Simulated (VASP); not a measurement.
# NaH in VASP: settings compared

The runs below take NaH through single point, with PBE, r2SCAN, PBEsol.

All numbers are computed with VASP 6.6.1; they aren't measurements. Logs are shortened: lines on timing, memory, paths and dates and some standing lists are left out, and cuts for length are marked.

## Step 1: The cell of the first run

The typed cell holds 2 atoms: a = 3.451 Å, b = 3.451 Å, c = 3.451 Å, α = 60.00°, β = 60.00°, γ = 60.00°.

## Step 2: Single point, PBE

Input file INCAR:

```
PREC = Accurate
ENCUT = 520
EDIFF = 1E-6
ISMEAR = 1
SIGMA = 0.05
LREAL = False
LASPH = True
NELM = 80
ALGO = Normal
ISIF = 2
LWAVE = False
LCHARG = False
GGA = PE
NBANDS = 11
```

Input file KPOINTS:

```
regular mesh
0
Gamma
  11 11 11
```

Input file POSCAR:

```
NaH
1.0
    0.0000000000      2.4400000000      2.4400000000
    2.4400000000      0.0000000000      2.4400000000
    2.4400000000      2.4400000000      0.0000000000
Na H
1 1
Direct
   -0.0125970000      0.0013660000      0.0060060000
    0.5005580000      0.4984190000      0.5048660000
```

Potentials or basis: VASP PAW PBE potentials, release 64 (Na_pv, H).

Started as:

```console
$ cat potpaw_PBE.64/Na_pv/POTCAR potpaw_PBE.64/H/POTCAR > POTCAR
$ mpirun -np 1 vasp_std > vasp.out
```

OUTCAR:

```text
PREC = Accurate
   ENCUT = 520
   EDIFF = 1E-6
   ISMEAR = 1
   LREAL = False
   LASPH = True
   NELM = 80
   ISIF = 2
   GGA = PE

 ion  position               nearest neighbor table
   1  0.987  0.001  0.006-
   2  0.501  0.498  0.505-

  LATTYP: Found a face centered cubic cell.
 ALAT       =     4.8800000000

  Lattice vectors:

 A1 = (   0.0000000000,   2.4400000000,   2.4400000000)
 A2 = (   2.4400000000,   0.0000000000,   2.4400000000)
 A3 = (   2.4400000000,   2.4400000000,   0.0000000000)

Analysis of symmetry for initial positions (statically):
=====================================================================
 Subroutine PRICEL returns:
 Original cell was already a primitive cell.

 Routine SETGRP: Setting up the symmetry group for a
 face centered cubic supercell.

 Subroutine GETGRP returns: Found  1 space group operations
 (whereof  1 operations were pure point group operations)
 out of a pool of 48 trial point group operations.

The static configuration has the point symmetry C_1 .

Analysis of symmetry for dynamics (positions and initial velocities):
=====================================================================
 Subroutine PRICEL returns:
 Original cell was already a primitive cell.

 Routine SETGRP: Setting up the symmetry group for a
 face centered cubic supercell.

 Subroutine GETGRP returns: Found  1 space group operations
 (whereof  1 operations were pure point group operations)
 out of a pool of 48 trial point group operations.

The dynamic configuration has the point symmetry C_1 .

 Subroutine INISYM returns: Found  1 space group operations
 (whereof  1 operations are pure point group operations),
 and found     1 'primitive' translations

----------------------------------------------------------------------------------------

                                     Primitive cell

  volume of cell :      29.0536

  direct lattice vectors                    reciprocal lattice vectors
     0.000000000  2.440000000  2.440000000    -0.204918033  0.204918033  0.204918033
     2.440000000  0.000000000  2.440000000     0.204918033 -0.204918033  0.204918033
     2.440000000  2.440000000  0.000000000     0.204918033  0.204918033 -0.204918033

  length of vectors
     3.450681092  3.450681092  3.450681092     0.354928444  0.354928444  0.354928444

  position of ions in fractional coordinates (direct lattice)
     0.987403000  0.001366000  0.006006000
     0.500558000  0.498419000  0.504866000

  ion indices of the primitive-cell ions
   primitive index   ion index
                 1           1
                 2           2

----------------------------------------------------------------------------------------

 KPOINTS: regular mesh

Automatic generation of k-mesh.
 Grid dimensions read from file:
 generate k-points for:   11   11   11

 Generating k-lattice:

  Cartesian coordinates                     Fractional coordinates (reciprocal lattice)
    -0.018628912  0.018628912  0.018628912     0.090909091  0.000000000  0.000000000
     0.018628912 -0.018628912  0.018628912     0.000000000  0.090909091  0.000000000
     0.018628912  0.018628912 -0.018628912     0.000000000  0.000000000  0.090909091

  Length of vectors
     0.032266222  0.032266222  0.032266222

  Shift w.r.t. Gamma in fractional coordinates (k-lattice)
     0.000000000  0.000000000  0.000000000

 Subroutine IBZKPT returns following result:
 ===========================================

 Found    666 irreducible k-points:

 Following reciprocal coordinates:
            Coordinates               Weight
  0.000000  0.000000  0.000000      1.000000
  0.090909  0.000000  0.000000      2.000000
  0.000000  0.090909  0.000000      2.000000
  0.000000  0.000000  0.090909      2.000000
  0.090909  0.090909  0.090909      2.000000
  0.181818  0.000000  0.000000      2.000000
[... 16 lines left out ...]
  0.000000  0.090909  0.090909      2.000000
  0.090909  0.000000  0.090909      2.000000
 [... further k-points ...]
   k-points           NKPTS =    666   k-points in BZ     NKDIM =    666   number of bands    NBANDS=     11
   number of dos      NEDOS =    301   number of ions     NIONS =      2
   total plane-waves  NPLWV =  21952
   dimension x,y,z NGX =    28 NGY =   28 NGZ =   28
   dimension x,y,z NGXF=    56 NGYF=   56 NGZF=   56
   ions per type =               1   1
   NGX,Y,Z   is equivalent  to a cutoff of  13.49, 13.49, 13.49 a.u.
   NGXF,Y,Z  is equivalent  to a cutoff of  26.98, 26.98, 26.98 a.u.
 SYSTEM =  unknown system
   PREC   = accura    normal or accurate (medium, high low for compatibility)
   ISTART =      0    job   : 0-new  1-cont  2-samecut
   ICHARG =      2    charge: 1-file 2-atom 10-const
   ISPIN  =      1    spin polarized calculation?
   LNONCOLLINEAR =      F non collinear calculations
   LSORBIT =      F    spin-orbit coupling
   LASPH  =      T    aspherical Exc in radial PAW
   ENCUT  =  520.0 eV  38.22 Ry    6.18 a.u.   6.42  6.42  6.42*2*pi/ulx,y,z
   NELM   =     80;   NELMIN=  2; NELMDL= -5     # of ELM steps
   EDIFF  = 0.1E-05   stopping-criterion for ELM
   LREAL  =      F    real-space projection
   EDIFFG = 0.1E-04   stopping-criterion for IOM
   NSW    =      0    number of steps for IOM
   IBRION =     -1    ionic relax: 0-MD 1-quasi-New 2-CG
   NFREE  =      0    steps in history (QN), initial steepest desc. (CG)
   ISIF   =      2    stress and relaxation
   ISYM   =      2    0-nonsym 1-usesym 2-fastsym
   POTIM  = 0.5000    time-step for ionic-motion
   TEBEG  =    0.0;   TEEND  =   0.0 temperature during run
   PSTRESS=    0.0 pullay stress
   NELECT =       8.0000    total number of electrons
   NUPDOWN=      -1.0000    fix difference up-down
   EMIN   =  10.00;   EMAX   =-10.00  energy-range for DOS
   EFERMI =   0.00;   METHOD = LEGACY
   ISMEAR =     1;   SIGMA  =   0.05  broadening in eV -4-tet -1-fermi 0-gaus
   EFERMI_NEDOS =   21; number of points for ismear=-14 and -15
   IALGO  =     38    algorithm
   IMIX   =      4    mixing-type and parameters
     AMIX     =   0.40;   BMIX     =  1.00
     AMIX_MAG =   1.60;   BMIX_MAG =  1.00
  volume/ion in A,a.u.               =      14.53        98.03
  Fermi-wavevector in a.u.,A,eV,Ry     =   1.065054  2.012660 15.433636  1.134340
  Thomas-Fermi vector in A             =   2.200593
   LORBIT       =      0    0 simple, 1 ext, 2 COOP (PROOUT), +10 PAW based schemes
   GGA     = PE    functional components
   LHFCALC =     F    Hartree Fock is set to
   AEXX    =    0.0000 exact exchange contribution
   IVDW    =     0    specifies the selected vdW correction
   LEPSILON=     F    determine dielectric tensor
   LRPA    =     F    only Hartree local field effects (RPA)
 non-spin polarized calculation
 Methfessel and Paxton  Order N= 1 SIGMA  =   0.05
  energy-cutoff  :      520.00
  volume of cell :       29.05
 maximum number of plane-waves:       801
 NGX is ok and might be reduce to    28
   NGX = 13   NGY = 13   NGZ = 13

 number of electron       7.9999999 magnetization

 Free energy of the ion-electron system (eV)
  ---------------------------------------------------
  ext. energy  EPLUGINS =         0.00000000
  ---------------------------------------------------
  free energy    TOTEN  =        -5.08535071 eV

  energy without entropy =       -5.08547621  energy(sigma->0) =       -5.08539255

 E-fermi :  -1.2080     XC(G=0):  -7.6720

 val. band max:       -1.2438320369   @ k =  -0.2727   0.4545   0.2727
 cond. band min:       2.6636361321   @ k =  -0.4545   0.0000   0.0909
 fundamental gap:      3.9074681690
 Fermi energy:        -1.2080119202

 k-point     1 :       0.0000    0.0000    0.0000
  band No.  band energies     occupation
      1     -23.3594      2.00000
      2     -23.3593      2.00000
      3     -23.3591      2.00000
      4      -4.7404      2.00000
      5       8.9553      0.00000
      6      14.1721      0.00000
      7      14.1752      0.00000
      8      14.1800      0.00000
      9      14.9686      0.00000
     10      14.9744      0.00000
     11      14.9833      0.00000

 k-point     2 :       0.0909    0.0000    0.0000
  band No.  band energies     occupation
      1     -23.3662      2.00000
      2     -23.3601      2.00000
      3     -23.3600      2.00000
      4      -4.6013      2.00000
      5       8.5112      0.00000
      6      12.2623      0.00000
      7      13.6194      0.00000
      8      13.6207      0.00000
      9      15.6547      0.00000
     10      15.6568      0.00000
     11      15.8078      0.00000

 k-point     3 :       0.0000    0.0909    0.0000
  band No.  band energies     occupation
      1     -23.3660      2.00000
      2     -23.3602      2.00000
      3     -23.3600      2.00000
      4      -4.6013      2.00000
      5       8.5114      0.00000
      6      12.2614      0.00000
      7      13.6196      0.00000
      8      13.6226      0.00000
      9      15.6365      0.00000
     10      15.6576      0.00000
     11      15.8246      0.00000

 k-point     4 :       0.0000    0.0000    0.0909
  band No.  band energies     occupation
      1     -23.3660      2.00000
      2     -23.3602      2.00000
      3     -23.3601      2.00000
      4      -4.6013      2.00000
      5       8.5114      0.00000
      6      12.2614      0.00000
      7      13.6195      0.00000
      8      13.6227      0.00000
      9      15.6357      0.00000
     10      15.6577      0.00000
     11      15.8253      0.00000

 k-point     5 :       0.0909    0.0909    0.0909
  band No.  band energies     occupation
      1     -23.3661      2.00000
      2     -23.3602      2.00000
      3     -23.3600      2.00000
      4      -4.6013      2.00000
      5       8.5113      0.00000
      6      12.2618      0.00000
      7      13.6202      0.00000
      8      13.6210      0.00000
      9      15.6452      0.00000
     10      15.6562      0.00000
     11      15.8176      0.00000
[... 211 lines left out ...]
 k-point    21 :       0.4545    0.4545    0.4545
  band No.  band energies     occupation
      1     -23.4420      2.00000
      2     -23.3695      2.00000
      3     -23.3692      2.00000
      4      -2.1506      2.00000
      5       2.6700      0.00000
      6       9.3967      0.00000
      7      12.0182      0.00000
      8      12.0204      0.00000
      9      14.8942      0.00000
     10      14.8952      0.00000
     11      17.3575      0.00000

 k-point    22 :       0.0909    0.0909    0.0000
  band No.  band energies     occupation
      1     -23.3659      2.00000
      2     -23.3616      2.00000
      3     -23.3615      2.00000
      4      -4.5554      2.00000
      5       8.4211      0.00000
      6      12.7369      0.00000
      7      12.7497      0.00000
      8      12.8294      0.00000
      9      15.3452      0.00000
     10      16.7946      0.00000
     11      16.7978      0.00000

 k-point    23 :       0.0000    0.0909    0.0909
  band No.  band energies     occupation
      1     -23.3660      2.00000
      2     -23.3616      2.00000
      3     -23.3614      2.00000
      4      -4.5554      2.00000
      5       8.4208      0.00000
      6      12.7349      0.00000
      7      12.7482      0.00000
      8      12.8350      0.00000
      9      15.3422      0.00000
     10      16.7933      0.00000
     11      16.7997      0.00000

 k-point    24 :       0.0909    0.0000    0.0909
  band No.  band energies     occupation
      1     -23.3659      2.00000
      2     -23.3616      2.00000
      3     -23.3615      2.00000
      4      -4.5554      2.00000
      5       8.4213      0.00000
      6      12.7393      0.00000
      7      12.7487      0.00000
      8      12.8268      0.00000
      9      15.3467      0.00000
     10      16.7947      0.00000
     11      16.7973      0.00000

 [... further k-points ...]

------------------------ aborting loop because EDIFF is reached ----------------------------------------

  FORCE on cell =-STRESS in cart. coord.  units (eV):
  Direction    XX          YY          ZZ          XY          YZ          ZX
  --------------------------------------------------------------------------------------
  -------------------------------------------------------------------------------------
  Total       -0.1247450     -0.1205915     -0.1219031      0.0002162     -0.0008357      0.0003992
  in kB       -6.8791430     -6.6500960     -6.7224232      0.0119222     -0.0460846      0.0220159
  external PRESSURE =      -6.7505541 kB  Pullay stress =       0.0000000 kB

 VOLUME and BASIS-vectors are now :
 -----------------------------------------------------------------------------
  energy-cutoff  :      520.00
  volume of cell :       29.05
      direct lattice vectors                 reciprocal lattice vectors
     0.000000000  2.440000000  2.440000000    -0.204918033  0.204918033  0.204918033
     2.440000000  0.000000000  2.440000000     0.204918033 -0.204918033  0.204918033
     2.440000000  2.440000000  0.000000000     0.204918033  0.204918033 -0.204918033

 POSITION                                       TOTAL-FORCE (eV/Angst)
 -----------------------------------------------------------------------------------
      0.01799      2.42392      2.41260        -0.007669      0.022694      0.019202
      2.44802      2.45323      2.43750         0.007669     -0.022694     -0.019202
 -----------------------------------------------------------------------------------
    total drift:                               -0.000008      0.000025     -0.000041

  FREE ENERGIE OF THE ION-ELECTRON SYSTEM (eV)
  ---------------------------------------------------
  free  energy   TOTEN  =        -5.0853507144 eV

  energy  without entropy=       -5.0854762105  energy(sigma->0) =       -5.08539255
```

It took 2.3 min on 1 thread of Intel Xeon Platinum 8259CL at 2.50GHz (Skylake/Cascade Lake), shared host; peak memory 0.31 GiB.

What came out:

```
Free energy            : -5.0854 eV
Pressure               : -0.7 GPa
Largest force          : 0.031 eV/Å
Band gap on the k mesh : 3.91 eV, indirect (least direct gap 4.65 eV)
```

Forces in eV/Å, atoms in the order of the input:
```
Na  -0.008  0.023  0.019
H    0.008 -0.023 -0.019
```

A k mesh can miss the band edges. As with any semilocal functional, this PBE gap is likely too small.

[end of part 1 of 3]
